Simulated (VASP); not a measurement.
Wanted: the native input for a VASP 6.6.1 run.

- Task: single point
- Functional: revPBE
- Potentials or basis: VASP PAW PBE potentials, release 64 (Rh_pv)
- Cutoff: 520 eV
- k mesh: 12 × 12 × 12
- Occupations: fermi-dirac, width 0.05 eV
- Spin: no spin polarisation
- Dipole correction: no
- Further INCAR settings: ALGO = Normal; EDIFF = 1e-06; NBANDS = 14

The structure of Rh lies in POSCAR:

```
Rh
1.0
    0.0000000000      1.9104189093      1.9104189093
    1.9104189093      0.0000000000      1.9104189093
    1.9104189093      1.9104189093      0.0000000000
Rh
1
Direct
    0.0000000000      0.0000000000      0.0000000000
```

These files were run (other wordings do the same):

INCAR

```
ALGO = Normal ; EDIFF = 1E-6
ENCUT = 520 ; GGA = RE
ISIF = 2 ; ISMEAR = -1
LASPH = T ; LCHARG = T
LELF = T ; LREAL = F
LVHAR = T ; LWAVE = F
NBANDS = 14 ; NELM = 100
PREC = Accurate ; SIGMA = 0.05
```

KPOINTS

```
k-points
0
Gamma
  12 12 12
```

Potentials or basis: VASP PAW PBE potentials, release 64 (Rh_pv).

Command:

```sh
$ cat potpaw_PBE.64/Rh_pv/POTCAR > POTCAR
$ mpirun -np 1 vasp_std > vasp.out
```

Results of the run:

* Pressure: 5.2 GPa

Caveat: the PAW data sets were made with another functional, which shifts forces and pressure a little.

Run time: 7 s on 1 thread of Intel(R) Xeon(R) Platinum 8375C CPU @ 2.90GHz (Ice Lake) (shared host), peak memory 0.13 GiB.
